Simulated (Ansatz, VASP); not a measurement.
**Two plane-wave programs on SrTiO3**

File INCAR:

```
SYSTEM = SrTiO3
PREC = Accurate
ENCUT = 520
EDIFF = 1E-6
ISMEAR = 0
SIGMA = 0.01
LREAL = .False.
LASPH = .True.
NELM = 60
ALGO = Normal
ISIF = 2
LWAVE = .False.
LCHARG = .False.
GGA = PE
NBANDS = 28
```

Contents of KPOINTS:

```
Automatic mesh
0
Gamma
  6 6 6
  0 0 0
```

POSCAR

```
SrTiO3
1.0
    3.8966704346      0.0000000000      0.0000000000
    0.0000000000      3.8966704346      0.0000000000
    0.0000000000      0.0000000000      3.8966704346
Sr Ti O
1 1 3
Direct
    0.0000000000      0.0000000000      0.0000000000
    0.5000000000      0.5000000000      0.5000000000
    0.5000000000      0.0000000000      0.5000000000
    0.5000000000      0.5000000000      0.0000000000
    0.0000000000      0.5000000000      0.5000000000
```

Input for Ansatz:

```yaml
crystal:
  lattice:
    - [3.8966704346, 0.0, 0.0]
    - [0.0, 3.8966704346, 0.0]
    - [0.0, 0.0, 3.8966704346]
  atoms:
    - { symbol: Sr, position: [0.0, 0.0, 0.0] }
    - { symbol: Ti, position: [0.5, 0.5, 0.5] }
    - { symbol: O, position: [0.5, 0.0, 0.5] }
    - { symbol: O, position: [0.5, 0.5, 0.0] }
    - { symbol: O, position: [0.0, 0.5, 0.5] }
kpoints:
  mp_grid: { grid: [6, 6, 6] }
hamiltonian:
  xc: pbe
scf:
  occupations: { method: fixed }
  n_extra_bands: 5
output:
  forces: true
  stress: true
  eigenvalues: true
```

Alike in both runs: task single point; functional PBE; k mesh 6 × 6 × 6; no spin polarisation.

```csv
,VASP,Ansatz
version,VASP 6.6.1,Ansatz 0.2.0
potentials or method,"VASP PAW PBE potentials, release 64 (Sr_sv, Ti_sv, O)","plane waves, PAW"
plane-wave cutoff (eV),520,420
occupations,"gaussian, width 0.01 eV",fixed
valence electrons in the cell,40,40
```

|  | VASP | Ansatz | Ansatz less VASP |
| --- | --- | --- | --- |
| gap on the k mesh at the Fermi level (eV) | 1.87 | 1.90 | +0.032 |
| pressure (GPa) | 6.2 | 5.6 | -0.66 |
